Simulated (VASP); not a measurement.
# P (P4/mmm) in VASP: further runs

P is run at these levels: PBEsol+D3(BJ); tasks: single point.

All numbers are computed with VASP 6.6.1; they aren't measurements. Logs are shortened: lines on timing, memory, paths and dates and some standing lists are left out, and cuts for length are marked.

### Step 1. The cell of the first run

Symmetry: P4/mmm, No. 123, tetragonal system. Conventional cell: a = 4.401 Å, b = 4.401 Å, c = 4.509 Å, α = 90.00°, β = 90.00°, γ = 90.00°. P (site symmetry 4/mmm) has 6 P at 4.40 to 4.51 Å within 5.8 Å.

### Step 2. Single point, PBEsol+D3(BJ) (strain +0.030 along x and y, +0.030 along z)

INCAR reads:

```
PREC = Accurate
ENCUT = 520
EDIFF = 1E-7
ISMEAR = 0
SIGMA = 0.15
LREAL = False
LASPH = True
NELM = 100
ALGO = Normal
ISIF = 2
LWAVE = False
LCHARG = False
GGA = PS
IVDW = 12
NBANDS = 8
```

KPOINTS reads:

```
Automatic mesh
0
Gamma
  12 12 12
```

POSCAR reads:

```
P
1.0
    4.4010920031      0.0000000000      0.0000000000
    0.0000000000      4.4010920031      0.0000000000
    0.0000000000      0.0000000000      4.5093400000
P
1
Direct
    0.0000000000      0.0000000000      0.0000000000
```

Potentials or basis: VASP PAW PBE potentials, release 64 (P).

Launch:

```
cat potpaw_PBE.64/P/POTCAR > POTCAR
mpirun -np 1 vasp_std > vasp.out
```

OUTCAR:

```text
PREC = Accurate
   ENCUT = 520
   EDIFF = 1E-7
   ISMEAR = 0
   LREAL = False
   LASPH = True
   NELM = 100
   ISIF = 2
   GGA = PS
   IVDW = 12
 IVDW          = 12

 ion  position               nearest neighbor table
   1  0.000  0.000  0.000-

  LATTYP: Found a simple tetragonal cell.
 ALAT       =     4.4010920031
 C/A-ratio  =     1.0245957133

  Lattice vectors:

 A1 = (   4.4010920031,   0.0000000000,   0.0000000000)
 A2 = (   0.0000000000,   4.4010920031,   0.0000000000)
 A3 = (   0.0000000000,   0.0000000000,   4.5093400000)

Analysis of symmetry for initial positions (statically):
=====================================================================
 Subroutine PRICEL returns:
 Original cell was already a primitive cell.

 Routine SETGRP: Setting up the symmetry group for a
 simple tetragonal supercell.

 Subroutine GETGRP returns: Found 16 space group operations
 (whereof 16 operations were pure point group operations)
 out of a pool of 16 trial point group operations.

The static configuration has the point symmetry D_4h.

Analysis of symmetry for dynamics (positions and initial velocities):
=====================================================================
 Subroutine PRICEL returns:
 Original cell was already a primitive cell.

 Routine SETGRP: Setting up the symmetry group for a
 simple tetragonal supercell.

 Subroutine GETGRP returns: Found 16 space group operations
 (whereof 16 operations were pure point group operations)
 out of a pool of 16 trial point group operations.

The dynamic configuration has the point symmetry D_4h.

 Subroutine INISYM returns: Found 16 space group operations
 (whereof 16 operations are pure point group operations),
 and found     1 'primitive' translations

----------------------------------------------------------------------------------------

                                     Primitive cell

  volume of cell :      87.3442

  direct lattice vectors                    reciprocal lattice vectors
     4.401092003  0.000000000  0.000000000     0.227216336  0.000000000  0.000000000
     0.000000000  4.401092003  0.000000000     0.000000000  0.227216336  0.000000000
     0.000000000  0.000000000  4.509340000     0.000000000  0.000000000  0.221761943

  length of vectors
     4.401092003  4.401092003  4.509340000     0.227216336  0.227216336  0.221761943

  position of ions in fractional coordinates (direct lattice)
     0.000000000  0.000000000  0.000000000

  ion indices of the primitive-cell ions
   primitive index   ion index
                 1           1

----------------------------------------------------------------------------------------

 KPOINTS: Automatic mesh

Automatic generation of k-mesh.
 Grid dimensions read from file:
 generate k-points for:   12   12   12

 Generating k-lattice:

  Cartesian coordinates                     Fractional coordinates (reciprocal lattice)
     0.018934695  0.000000000  0.000000000     0.083333333  0.000000000  0.000000000
     0.000000000  0.018934695  0.000000000     0.000000000  0.083333333  0.000000000
     0.000000000  0.000000000  0.018480162     0.000000000  0.000000000  0.083333333

  Length of vectors
     0.018934695  0.018934695  0.018480162

  Shift w.r.t. Gamma in fractional coordinates (k-lattice)
     0.000000000  0.000000000  0.000000000

 Subroutine IBZKPT returns following result:
 ===========================================

 Found    196 irreducible k-points:

 Following reciprocal coordinates:
            Coordinates               Weight
  0.000000  0.000000  0.000000      1.000000
  0.083333  0.000000  0.000000      4.000000
  0.166667  0.000000  0.000000      4.000000
  0.250000  0.000000  0.000000      4.000000
  0.333333  0.000000  0.000000      4.000000
  0.416667  0.000000  0.000000      4.000000
[... 16 lines left out ...]
  0.333333  0.333333  0.000000      4.000000
  0.416667  0.333333  0.000000      8.000000
 [... further k-points ...]
   k-points           NKPTS =    196   k-points in BZ     NKDIM =    196   number of bands    NBANDS=      8
   number of dos      NEDOS =    301   number of ions     NIONS =      1
   total plane-waves  NPLWV =  46656
   dimension x,y,z NGX =    36 NGY =   36 NGZ =   36
   dimension x,y,z NGXF=    72 NGYF=   72 NGZF=   72
   ions per type =               1
   NGX,Y,Z   is equivalent  to a cutoff of  13.60, 13.60, 13.27 a.u.
   NGXF,Y,Z  is equivalent  to a cutoff of  27.20, 27.20, 26.54 a.u.
 SYSTEM =  unknown system
   PREC   = accura    normal or accurate (medium, high low for compatibility)
   ISTART =      0    job   : 0-new  1-cont  2-samecut
   ICHARG =      2    charge: 1-file 2-atom 10-const
   ISPIN  =      1    spin polarized calculation?
   LNONCOLLINEAR =      F non collinear calculations
   LSORBIT =      F    spin-orbit coupling
   LASPH  =      T    aspherical Exc in radial PAW
   ENCUT  =  520.0 eV  38.22 Ry    6.18 a.u.   8.18  8.18  8.38*2*pi/ulx,y,z
   NELM   =    100;   NELMIN=  2; NELMDL= -5     # of ELM steps
   EDIFF  = 0.1E-06   stopping-criterion for ELM
   LREAL  =      F    real-space projection
   EDIFFG = 0.1E-05   stopping-criterion for IOM
   NSW    =      0    number of steps for IOM
   IBRION =     -1    ionic relax: 0-MD 1-quasi-New 2-CG
   NFREE  =      0    steps in history (QN), initial steepest desc. (CG)
   ISIF   =      2    stress and relaxation
   ISYM   =      2    0-nonsym 1-usesym 2-fastsym
   POTIM  = 0.5000    time-step for ionic-motion
   TEBEG  =    0.0;   TEEND  =   0.0 temperature during run
   PSTRESS=    0.0 pullay stress
   NELECT =       5.0000    total number of electrons
   NUPDOWN=      -1.0000    fix difference up-down
   EMIN   =  10.00;   EMAX   =-10.00  energy-range for DOS
   EFERMI =   0.00;   METHOD = LEGACY
   ISMEAR =     0;   SIGMA  =   0.15  broadening in eV -4-tet -1-fermi 0-gaus
   EFERMI_NEDOS =   21; number of points for ismear=-14 and -15
   IALGO  =     38    algorithm
   IMIX   =      4    mixing-type and parameters
     AMIX     =   0.40;   BMIX     =  1.00
     AMIX_MAG =   1.60;   BMIX_MAG =  1.00
  volume/ion in A,a.u.               =      87.34       589.43
  Fermi-wavevector in a.u.,A,eV,Ry     =   0.630938  1.192300  5.416249  0.398083
  Thomas-Fermi vector in A             =   1.693742
   LORBIT       =      0    0 simple, 1 ext, 2 COOP (PROOUT), +10 PAW based schemes
   GGA     = PS    functional components
   LHFCALC =     F    Hartree Fock is set to
   AEXX    =    0.0000 exact exchange contribution
   IVDW    =    12    specifies the selected vdW correction
   LEPSILON=     F    determine dielectric tensor
   LRPA    =     F    only Hartree local field effects (RPA)
 non-spin polarized calculation
 Gauss-broadening in eV      SIGMA  =   0.15
  energy-cutoff  :      520.00
  volume of cell :       87.34
 maximum number of plane-waves:      2384
 NGX is ok and might be reduce to    36
   NGX = 17   NGY = 17   NGZ = 17

 number of electron       5.0000000 magnetization

 Free energy of the ion-electron system (eV)
  ---------------------------------------------------
  ext. energy  EPLUGINS =         0.00000000
  ---------------------------------------------------
  free energy    TOTEN  =        -1.02802368 eV

  energy without entropy =       -0.98316480  energy(sigma->0) =       -1.00559424

 E-fermi :  -3.2909     XC(G=0):  -4.7787

 val. band max:       -3.2934713856   @ k =   0.2500   0.0833   0.5000
 cond. band min:      -3.2906918686   @ k =   0.2500   0.2500   0.3333
 fundamental gap:      0.0027795170
 Fermi energy:        -3.2908612918

 k-point     1 :       0.0000    0.0000    0.0000
  band No.  band energies     occupation
      1     -11.9680      2.00000
      2      -2.9136      0.00038
      3      -2.8195      0.00001
      4      -2.8195      0.00001
      5       1.2617      0.00000
      6       4.1123      0.00000
      7       4.1897      0.00000
      8       8.4264      0.00000

 k-point     2 :       0.0833    0.0000    0.0000
  band No.  band energies     occupation
      1     -11.9594      2.00000
      2      -2.9209      0.00049
      3      -2.9054      0.00028
      4      -2.8117      0.00001
      5       1.3686      0.00000
      6       4.1579      0.00000
      7       4.2760      0.00000
      8       7.9498      0.00000

 k-point     3 :       0.1667    0.0000    0.0000
  band No.  band energies     occupation
      1     -11.9357      2.00000
      2      -3.1743      0.27177
      3      -2.8828      0.00012
      4      -2.7900      0.00000
      5       1.6454      0.00000
      6       4.2655      0.00000
      7       4.5050      0.00000
      8       7.3363      0.00000

 k-point     4 :       0.2500    0.0000    0.0000
  band No.  band energies     occupation
      1     -11.9027      2.00000
      2      -3.4793      1.92433
      3      -2.8513      0.00003
      4      -2.7600      0.00000
      5       2.0153      0.00000
      6       4.4206      0.00000
      7       4.6850      0.00000
      8       6.8030      0.00000

 k-point     5 :       0.3333    0.0000    0.0000
  band No.  band energies     occupation
      1     -11.8689      2.00000
      2      -3.7508      1.99999
      3      -2.8192      0.00001
      4      -2.7293      0.00000
      5       2.4271      0.00000
      6       4.5766      0.00000
      7       4.6027      0.00000
      8       6.3957      0.00000
[... 177 lines left out ...]
 k-point    22 :       0.5000    0.2500    0.0000
  band No.  band energies     occupation
      1     -11.7737      2.00000
      2      -3.8793      2.00000
      3      -3.2752      0.88255
      4      -2.7309      0.00000
      5       3.3032      0.00000
      6       3.8403      0.00000
      7       5.6233      0.00000
      8       5.9477      0.00000

 k-point    23 :       0.3333    0.3333    0.0000
  band No.  band energies     occupation
      1     -11.7751      2.00000
      2      -3.6149      1.99775
      3      -3.5497      1.98533
      4      -2.7325      0.00000
      5       3.0324      0.00000
      6       4.0877      0.00000
      7       5.7695      0.00000
      8       6.0878      0.00000

 k-point    24 :       0.4167    0.3333    0.0000
  band No.  band energies     occupation
      1     -11.7512      2.00000
      2      -3.7565      1.99999
      3      -3.5367      1.97954
      4      -2.7105      0.00000
      5       2.9924      0.00000
      6       4.1519      0.00000
      7       5.8913      0.00000
      8       6.0895      0.00000

 [... further k-points ...]

------------------------ aborting loop because EDIFF is reached ----------------------------------------

 Edisp (eV)   -0.07252

 E8    (eV) :    -0.0427

  FORCE on cell =-STRESS in cart. coord.  units (eV):
  Direction    XX          YY          ZZ          XY          YZ          ZX
  --------------------------------------------------------------------------------------
  -------------------------------------------------------------------------------------
  Total      -1.86585    -1.86585    -1.66622     0.00000     0.00000     0.00000
  in kB     -34.22574   -34.22574   -30.56399     0.00000     0.00000     0.00000
  external pressure =      -33.01 kB  Pullay stress =        0.00 kB

 VOLUME and BASIS-vectors are now :
 -----------------------------------------------------------------------------
  energy-cutoff  :      520.00
  volume of cell :       87.34
      direct lattice vectors                 reciprocal lattice vectors
     4.401092003  0.000000000  0.000000000     0.227216336  0.000000000  0.000000000
     0.000000000  4.401092003  0.000000000     0.000000000  0.227216336  0.000000000
     0.000000000  0.000000000  4.509340000     0.000000000  0.000000000  0.221761943

 POSITION                                       TOTAL-FORCE (eV/Angst)
 -----------------------------------------------------------------------------------
      0.00000      0.00000      0.00000         0.000000      0.000000      0.000000
 -----------------------------------------------------------------------------------
    total drift:                                0.000000      0.000000     -0.000000

  FREE ENERGIE OF THE ION-ELECTRON SYSTEM (eV)
  ---------------------------------------------------
  free  energy   TOTEN  =        -1.1005462053 eV

  energy  without entropy=       -1.0556873309  energy(sigma->0) =       -1.07811677
```

It took 66 s on 1 thread of Intel Xeon 6975P-C (Granite Rapids), shared host; peak memory 0.28 GiB.

What came out:

* Free energy: -1.1005 eV
* Pressure: -3.3 GPa
* Band gap on the k mesh: zero (an odd number of electrons rules out a gap without spin polarisation)
* Dispersion energy per atom: -0.073 eV

Levels at points of the mesh, in eV from the Fermi level:
```
           k point  band 1  band 2  band 3  band 4  band 5
(0.00, 0.00, 0.00)   -8.68    0.38    0.47    0.47    4.55
(0.50, 0.00, 0.00)   -8.54   -0.71    0.50    0.59    6.35
(0.50, 0.50, 0.00)   -8.42   -0.46   -0.46    0.62    5.93
(0.00, 0.00, 0.50)   -8.57   -0.66    0.57    0.57    6.30
(0.50, 0.00, 0.50)   -8.44   -0.49   -0.41    0.68    5.91
(0.50, 0.50, 0.50)   -8.33   -0.28   -0.28   -0.21    6.87
```

Caveat: the cell differs from its parent crystal (strain +0.030 along x and y, +0.030 along z); the cell stands under tension; the nearest neighbours stand farther apart than a usual bond; the PAW data sets were made with another functional, which shifts forces and pressure a little; an odd number of electrons without spin polarisation forces a metal; a magnetic or distorted state may lie lower.

### Step 3. Single point, PBEsol+D3(BJ) (strain -0.030 along x and y, -0.030 along z)

INCAR reads:

```
SYSTEM = P
  PREC = Accurate
  ENCUT = 520
  EDIFF = 1E-7
  ISMEAR = 0
  SIGMA = 0.15
  LREAL = .False.
  LASPH = .True.
  NELM = 60
  ALGO = Normal
  ISIF = 2
  LWAVE = .False.
  LCHARG = .False.
  GGA = PS
  IVDW = 12
  NBANDS = 8
```

KPOINTS reads:

```
regular mesh
0
Gamma
  12 12 12
  0 0 0
```

POSCAR reads:

```
P
1.0
    4.1447177117      0.0000000000      0.0000000000
    0.0000000000      4.1447177117      0.0000000000
    0.0000000000      0.0000000000      4.2466600000
P
1
Direct
    0.0000000000      0.0000000000      0.0000000000
```

Potentials or basis: VASP PAW PBE potentials, release 64 (P).

Launch:

```
cat potpaw_PBE.64/P/POTCAR > POTCAR
mpirun -np 1 vasp_std > vasp.out
```

It took 29 s on 1 thread of Intel Xeon 6975P-C (Granite Rapids), shared host; peak memory 0.24 GiB.

The run converged. Its results:

| Property | Result |
| --- | --- |
| Free energy | -1.4643 eV |
| Pressure | -4.9 GPa |
| Band gap on the k mesh | zero (an odd number of electrons rules out a gap without spin polarisation) |
| Dispersion energy per atom | -0.090 eV |

Stress tensor (GPa, compression positive):
```
-5.10  0.00  0.00
 0.00 -5.10  0.00
 0.00  0.00 -4.63
```

Levels at points of the mesh, in eV from the Fermi level:
```csv
k point,band 1,band 2,band 3,band 4,band 5,band 6
"(0.00, 0.00, 0.00)",-8.80,0.53,0.66,0.66,4.73,7.48
"(0.50, 0.00, 0.00)",-8.58,-0.97,0.71,0.83,6.71,7.81
"(0.50, 0.50, 0.00)",-8.37,-0.62,-0.62,0.88,5.79,8.33
"(0.00, 0.00, 0.50)",-8.62,-0.92,0.80,0.80,6.68,7.73
"(0.50, 0.00, 0.50)",-8.41,-0.66,-0.56,0.96,5.77,8.33
"(0.50, 0.50, 0.50)",-8.22,-0.36,-0.36,-0.27,6.86,6.97
```

Caveat: the cell differs from its parent crystal (strain -0.030 along x and y, -0.030 along z); the cell stands under tension; the nearest neighbours stand farther apart than a usual bond; the PAW data sets were made with another functional, which shifts forces and pressure a little; an odd number of electrons without spin polarisation forces a metal; a magnetic or distorted state may lie lower.
